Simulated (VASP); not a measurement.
# H3C2N in VASP: a series of runs

Runs on H3C2N. Level: PBE+D3(BJ). Tasks: single point.

All numbers are computed with VASP 6.6.1; they aren't measurements. Logs are shortened: lines on timing, memory, paths and dates and some standing lists are left out, and cuts for length are marked.

**1. The cell of the first run**

The cell holds a disordered packing, 36 atoms: a = 8.052 Å, b = 8.052 Å, c = 8.052 Å, α = 90.00°, β = 90.00°, γ = 90.00°.

**2. Single point, PBE+D3(BJ)**

Contents of INCAR:

```
PREC = Accurate
ENCUT = 1000
EDIFF = 1E-6
ISMEAR = -1
SIGMA = 0.05
LREAL = Auto
LASPH = True
NELM = 120
ALGO = Normal
ISIF = 2
LWAVE = False
LCHARG = False
GGA = PE
IVDW = 12
NBANDS = 72
GGA_COMPAT = False
```

Contents of KPOINTS:

```
Automatic mesh
0
Gamma
  1 1 1
```

Contents of POSCAR:

```
H3C2N
1.0
    8.0517480000      0.0000000000      0.0000000000
    0.0000000000      8.0517480000      0.0000000000
    0.0000000000      0.0000000000      8.0517480000
C N H
12 6 18
Direct
    0.6389171643      0.3027913939      0.3141305466
    0.7333811242      0.3535753975      0.4695253751
   -0.0598751973      0.0713012876      0.8315213044
    0.0354208800      0.1875244978      0.9287921082
    0.1484025581      0.6673706132      0.7595617747
    0.2514733447      0.5401435812      0.6886082376
    0.3177446686      0.7567797701      0.3102059329
    0.1784705632      0.8175616028      0.2146863017
    0.4613780759      0.2520943278      0.8485859220
    0.4090912930      0.1353743311      0.7169623292
    0.6820382357      0.7715467498      0.5860839162
    0.6368679199      0.7231845805      0.7517498064
    0.8234857822      0.4021238618      0.5693173706
    0.1024001248      0.3034496360      0.9818985890
    0.3180427405      0.4645575097      0.5901824051
    0.0548079746      0.8516039002      0.1497563014
    0.3857174864      0.0485981429      0.6073960586
    0.5971995149      0.6833298807      0.8831746846
    0.6916758945      0.3834943667      0.2165740905
    0.6813178952      0.1688080650      0.3038594849
    0.5028349124      0.3186513040      0.3124042133
    0.0074021194      0.0445865916      0.7171237848
   -0.1020896332     -0.0232247706      0.9314995949
   -0.1595305765      0.1429130668      0.7816439362
    0.1257118330      0.6331420208      0.8900179191
    0.1885180709      0.8027449443      0.7310959061
    0.0271618039      0.6307201865      0.7089392266
    0.2852051505      0.6260379734      0.3247741981
    0.4269383493      0.7718448218      0.2308815427
    0.3249356537      0.8269384486      0.4276959488
    0.5638775580      0.3302761090      0.7978888559
    0.3638712985      0.3267861836      0.9054679804
    0.5085479575      0.1516192509      0.9373616760
    0.6304345342      0.9054307214      0.5630081816
    0.8202566697      0.7730992078      0.5606608652
    0.6272054217      0.6773560226      0.5009347039
```

Potentials or basis: VASP PAW PBE potentials, release 64 (C_h, N_h, H_h).

On the command line:

```console
> cat potpaw_PBE.64/C_h/POTCAR potpaw_PBE.64/N_h/POTCAR potpaw_PBE.64/H_h/POTCAR > POTCAR
> mpirun -np 1 vasp_gam > vasp.out
```

OUTCAR:

```text
PREC = Accurate
   ENCUT = 1000
   EDIFF = 1E-6
   ISMEAR = -1
   LREAL = Auto
   LASPH = True
   NELM = 120
   ISIF = 2
   GGA = PE
   IVDW = 12
 IVDW          = 12

 ion  position               nearest neighbor table
   1  0.639  0.303  0.314-  21 1.10  19 1.10  20 1.13   2 1.52
   2  0.733  0.354  0.470-  13 1.15   1 1.52
   3  0.940  0.071  0.832-  24 1.07  22 1.09  23 1.16   4 1.44
   4  0.035  0.188  0.929-  14 1.16   3 1.44
   5  0.148  0.667  0.760-  27 1.10  25 1.10  26 1.16   6 1.44
   6  0.251  0.540  0.689-  15 1.13   5 1.44
   7  0.318  0.757  0.310-  28 1.09  29 1.09  30 1.10   8 1.45
   8  0.178  0.818  0.215-  16 1.16   7 1.45
   9  0.461  0.252  0.849-  32 1.09  31 1.12  33 1.14  10 1.48
  10  0.409  0.135  0.717-  17 1.14   9 1.48
  11  0.682  0.772  0.586-  36 1.11  35 1.13  34 1.17  12 1.44
  12  0.637  0.723  0.752-  18 1.15  11 1.44
  13  0.823  0.402  0.569-   2 1.15
  14  0.102  0.303  0.982-   4 1.16
  15  0.318  0.465  0.590-   6 1.13
  16  0.055  0.852  0.150-   8 1.16
  17  0.386  0.049  0.607-  10 1.14
  18  0.597  0.683  0.883-  12 1.15
[... 16 lines left out ...]
  35  0.820  0.773  0.561-  11 1.13
  36  0.627  0.677  0.501-  11 1.11

  LATTYP: Found a simple cubic cell.
 ALAT       =     8.0517480000

  Lattice vectors:

 A1 = (   8.0517480000,   0.0000000000,   0.0000000000)
 A2 = (   0.0000000000,   8.0517480000,   0.0000000000)
 A3 = (   0.0000000000,   0.0000000000,   8.0517480000)

Analysis of symmetry for initial positions (statically):
=====================================================================
 Subroutine PRICEL returns:
 Original cell was already a primitive cell.

 Routine SETGRP: Setting up the symmetry group for a
 simple cubic supercell.

 Subroutine GETGRP returns: Found  1 space group operations
 (whereof  1 operations were pure point group operations)
 out of a pool of 48 trial point group operations.

The static configuration has the point symmetry C_1 .

Analysis of symmetry for dynamics (positions and initial velocities):
=====================================================================
 Subroutine PRICEL returns:
 Original cell was already a primitive cell.

 Routine SETGRP: Setting up the symmetry group for a
 simple cubic supercell.

 Subroutine GETGRP returns: Found  1 space group operations
 (whereof  1 operations were pure point group operations)
 out of a pool of 48 trial point group operations.

The dynamic configuration has the point symmetry C_1 .

 Subroutine INISYM returns: Found  1 space group operations
 (whereof  1 operations are pure point group operations),
 and found     1 'primitive' translations

----------------------------------------------------------------------------------------

                                     Primitive cell

  volume of cell :     522.0000

  direct lattice vectors                    reciprocal lattice vectors
     8.051748000  0.000000000  0.000000000     0.124196634  0.000000000  0.000000000
     0.000000000  8.051748000  0.000000000     0.000000000  0.124196634  0.000000000
     0.000000000  0.000000000  8.051748000     0.000000000  0.000000000  0.124196634

  length of vectors
     8.051748000  8.051748000  8.051748000     0.124196634  0.124196634  0.124196634

  position of ions in fractional coordinates (direct lattice)
     0.638917164  0.302791394  0.314130547
     0.733381124  0.353575398  0.469525375
     0.940124803  0.071301288  0.831521304
     0.035420880  0.187524498  0.928792108
     0.148402558  0.667370613  0.759561775
     0.251473345  0.540143581  0.688608238
[... 28 lines left out ...]
     0.820256670  0.773099208  0.560660865
     0.627205422  0.677356023  0.500934704

  ion indices of the primitive-cell ions
   primitive index   ion index
                 1           1
                 2           2
                 3           3
                 4           4
                 5           5
                 6           6
[... 28 lines left out ...]
                35          35
                36          36

----------------------------------------------------------------------------------------

 KPOINTS: Automatic mesh

Automatic generation of k-mesh.
 Grid dimensions read from file:
 generate k-points for:    1    1    1

 Generating k-lattice:

  Cartesian coordinates                     Fractional coordinates (reciprocal lattice)
     0.124196634  0.000000000  0.000000000     1.000000000  0.000000000  0.000000000
     0.000000000  0.124196634  0.000000000     0.000000000  1.000000000  0.000000000
     0.000000000  0.000000000  0.124196634     0.000000000  0.000000000  1.000000000

  Length of vectors
     0.124196634  0.124196634  0.124196634

  Shift w.r.t. Gamma in fractional coordinates (k-lattice)
     0.000000000  0.000000000  0.000000000

 Subroutine IBZKPT returns following result:
 ===========================================

 Found      1 irreducible k-points:

 Following reciprocal coordinates:
            Coordinates               Weight
  0.000000  0.000000  0.000000      1.000000
   k-points           NKPTS =      1   k-points in BZ     NKDIM =      1   number of bands    NBANDS=     72
   number of dos      NEDOS =    301   number of ions     NIONS =     36
   total plane-waves  NPLWV = 592704
   dimension x,y,z NGX =    84 NGY =   84 NGZ =   84
   dimension x,y,z NGXF=   168 NGYF=  168 NGZF=  168
   ions per type =              12   6  18
   NGX,Y,Z   is equivalent  to a cutoff of  17.34, 17.34, 17.34 a.u.
   NGXF,Y,Z  is equivalent  to a cutoff of  34.69, 34.69, 34.69 a.u.
 SYSTEM =  unknown system
   PREC   = accura    normal or accurate (medium, high low for compatibility)
   ISTART =      0    job   : 0-new  1-cont  2-samecut
   ICHARG =      2    charge: 1-file 2-atom 10-const
   ISPIN  =      1    spin polarized calculation?
   LNONCOLLINEAR =      F non collinear calculations
   LSORBIT =      F    spin-orbit coupling
   LASPH  =      T    aspherical Exc in radial PAW
   ENCUT  = 1000.0 eV  73.50 Ry    8.57 a.u.  20.76 20.76 20.76*2*pi/ulx,y,z
   NELM   =    120;   NELMIN=  2; NELMDL= -5     # of ELM steps
   EDIFF  = 0.1E-05   stopping-criterion for ELM
   LREAL  =      T    real-space projection
   EDIFFG = 0.1E-04   stopping-criterion for IOM
   NSW    =      0    number of steps for IOM
[... 5 lines left out ...]
   TEBEG  =    0.0;   TEEND  =   0.0 temperature during run
   PSTRESS=    0.0 pullay stress
   NELECT =      96.0000    total number of electrons
   NUPDOWN=      -1.0000    fix difference up-down
   EMIN   =  10.00;   EMAX   =-10.00  energy-range for DOS
   EFERMI =   0.00;   METHOD = LEGACY
   ISMEAR =    -1;   SIGMA  =   0.05  broadening in eV -4-tet -1-fermi 0-gaus
   EFERMI_NEDOS =   21; number of points for ismear=-14 and -15
   IALGO  =     38    algorithm
   IMIX   =      4    mixing-type and parameters
     AMIX     =   0.40;   BMIX     =  1.00
     AMIX_MAG =   1.60;   BMIX_MAG =  1.00
  volume/ion in A,a.u.               =      14.50        97.85
  Fermi-wavevector in a.u.,A,eV,Ry     =   0.930983  1.759303 11.792568  0.866729
  Thomas-Fermi vector in A             =   2.057429
   LORBIT       =      0    0 simple, 1 ext, 2 COOP (PROOUT), +10 PAW based schemes
   GGA     = PE    functional components
   LHFCALC =     F    Hartree Fock is set to
   AEXX    =    0.0000 exact exchange contribution
   IVDW    =    12    specifies the selected vdW correction
   LEPSILON=     F    determine dielectric tensor
   LRPA    =     F    only Hartree local field effects (RPA)
 non-spin polarized calculation
  energy-cutoff  :     1000.00
  volume of cell :      522.00
 maximum number of plane-waves:     18765
 NGX is ok and might be reduce to    84
   NGX = 41   NGY = 41   NGZ = 41

 number of electron      96.0000000 magnetization

 Free energy of the ion-electron system (eV)
  ---------------------------------------------------
  ext. energy  EPLUGINS =         0.00000000
  ---------------------------------------------------
  free energy    TOTEN  =      -220.08938650 eV

  energy without entropy =     -220.08938650  energy(sigma->0) =     -220.08938650

 E-fermi :  -3.0488     XC(G=0):  -6.2309

 val. band max:       -4.3170528039   @ k =   0.0000   0.0000   0.0000
 cond. band min:       1.7692200961   @ k =   0.0000   0.0000   0.0000
 fundamental gap:      6.0862729001
 Fermi energy:        -3.0487759354

 k-point     1 :       0.0000    0.0000    0.0000
  band No.  band energies     occupation
      1     -19.6457      2.00000
      2     -19.6036      2.00000
      3     -19.4260      2.00000
      4     -19.3139      2.00000
      5     -19.2410      2.00000
      6     -19.2047      2.00000
[... 52 lines left out ...]
     59       3.3599      0.00000
     60       3.4646      0.00000
 [bands above 60 left out]

------------------------ aborting loop because EDIFF is reached ----------------------------------------

 Edisp (eV)   -1.64066

 E8    (eV) :    -0.3947

  FORCE on cell =-STRESS in cart. coord.  units (eV):
  Direction    XX          YY          ZZ          XY          YZ          ZX
  --------------------------------------------------------------------------------------
  -------------------------------------------------------------------------------------
  Total       2.34624    -3.99794     3.10834    -3.36590     5.21873     0.45223
  in kB       7.20133   -12.27089     9.54043   -10.33097    16.01788     1.38804
  external pressure =        1.49 kB  Pullay stress =        0.00 kB

 VOLUME and BASIS-vectors are now :
 -----------------------------------------------------------------------------
  energy-cutoff  :     1000.00
  volume of cell :      522.00
      direct lattice vectors                 reciprocal lattice vectors
     8.051748000  0.000000000  0.000000000     0.124196634  0.000000000  0.000000000
     0.000000000  8.051748000  0.000000000     0.000000000  0.124196634  0.000000000
     0.000000000  0.000000000  8.051748000     0.000000000  0.000000000  0.124196634

 POSITION                                       TOTAL-FORCE (eV/Angst)
 -----------------------------------------------------------------------------------
      5.14440      2.43800      2.52930         1.560018     -0.392112      1.274215
      5.90500      2.84690      3.78050        -1.947072     -0.232365     -2.422456
      7.56965      0.57410      6.69520        -0.047680     -0.531706      1.965579
      0.28520      1.50990      7.47840         0.051023      0.860924     -0.801109
      1.19490      5.37350      6.11580        -0.466009      0.100196      0.697530
      2.02480      4.34910      5.54450        -1.369867      2.811675      0.893725
[... 28 lines left out ...]
      6.60450      6.22480      4.51430        -0.948459     -0.097527      0.454184
      5.05010      5.45390      4.03340         0.089370      0.642969      0.118169
 -----------------------------------------------------------------------------------
    total drift:                                0.005116      0.004000     -0.003033

  FREE ENERGIE OF THE ION-ELECTRON SYSTEM (eV)
  ---------------------------------------------------
  free  energy   TOTEN  =      -221.7300435372 eV

  energy  without entropy=     -221.7300435372  energy(sigma->0) =     -221.73004354
```

Wall time 2.4 min (1 thread of Intel Xeon 6975P-C (Granite Rapids), shared host); peak memory 1 GiB.

Results:

| Item | Value |
| --- | --- |
| Free energy | -221.7300 eV |
| Pressure | 0.1 GPa |
| Largest force | 3.824 eV/Å |
| Band gap on the k mesh | 6.09 eV |
| Dispersion energy per atom | -0.046 eV |

Forces in eV/Å, atoms in the order of the input:
```
C    1.560 -0.392  1.274
C   -1.947 -0.232 -2.422
C   -0.048 -0.532  1.966
C    0.051  0.861 -0.801
C   -0.466  0.100  0.698
C   -1.370  2.812  0.894
C   -0.540  0.372 -0.654
C   -0.226  0.031  0.426
C    1.072 -2.230 -0.088
C    0.399  3.009  1.934
C    0.166  1.358 -1.028
C    0.617  0.298 -0.839
N    0.739  0.206  1.197
N    0.255  0.062  0.633
N    2.054 -2.359 -2.200
N   -0.425  0.331 -0.400
N   -0.658 -1.863 -1.836
N   -0.418 -0.320  1.312
H    0.028 -0.436 -0.105
H   -0.686  0.925 -0.589
H    0.331 -0.179  0.609
H    0.403 -1.043  0.211
H    0.462  0.250 -1.956
H   -1.295  0.532 -0.042
H    0.375  0.811  0.239
H   -0.388 -1.831  0.497
H   -0.290  0.614 -0.377
H    0.495 -0.320  0.466
H    0.424 -0.132  0.246
H    0.234 -0.246 -0.175
H   -0.392 -0.352  0.385
H   -0.145 -0.220 -0.097
H   -0.008  1.422 -0.025
H    0.497 -1.852  0.078
H   -0.948 -0.098  0.454
H    0.089  0.643  0.118
```

Levels at points of the mesh, in eV from the valence-band top:
```
           k point  band 45  band 46  band 47  band 48  band 49  band 50  band 51  band 52
(0.00, 0.00, 0.00)    -0.32    -0.21    -0.15     0.00     6.09     6.60     6.85     6.96
```

Caveat: the k points lie up to 0.78 Å⁻¹ apart; the atoms stand as in a frame of molecular dynamics.

(Continued in part 2 of 2.)
